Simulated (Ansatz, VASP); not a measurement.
**One calculation of Mg2BeS3, two programs**

```
Mg Be S
1.0
     3.36512    0.00000    0.00000
     0.00000    1.68639    8.92414
     0.00000   -1.68639    8.92414
Mg Be S
2 1 3
Direct
  0.00000 0.11694 0.11694
  0.50000 0.94174 0.94174
  0.50000 0.28558 0.28558
  0.00000 0.72755 0.72755
  0.00000 0.37654 0.37654
  0.50000 0.55166 0.55166
```

Change from the starting cell: species swapped into the Ti2AlGe3 type (Amm2, No. 38).

Alike in both runs: functional PBE; k mesh 3 × 3 × 3; occupations gaussian, width 0.15 eV; no spin polarisation.

Ansatz relaxed the structure, and its values are those at the end. VASP's run is a single point on that final structure, the one shown.

|  | VASP | Ansatz |
| --- | --- | --- |
| version | VASP 6.6.1 | Ansatz 0.2.0 |
| potentials or method | VASP PAW PBE potentials, release 64 (Mg, Be, S), cutoff 600 eV | scalar-relativistic, plane waves, PAW |
| valence electrons in the cell | 24 | 40 |

|  | VASP | Ansatz | Ansatz less VASP |
| --- | --- | --- | --- |
| gap on the k mesh at the Fermi level (eV) | 1.41 | 1.41 | +0.004 |
| least direct gap on the mesh (eV) | 2.01 | 2.01 | +0.004 |
| pressure (GPa) | 0.0 | 0.2 | +0.19 |
| rms of the force components (eV/Å) | 0.007 | 0.004 | -0.0022 |

The functional is the same, so the differences come from potentials, cutoffs and numerics. VASP's potentials hold 24 valence electrons a cell and Ansatz's 40, so a difference there can come from the potentials and not from the codes.

The k mesh is coarse, so the values compare programs but aren't converged.
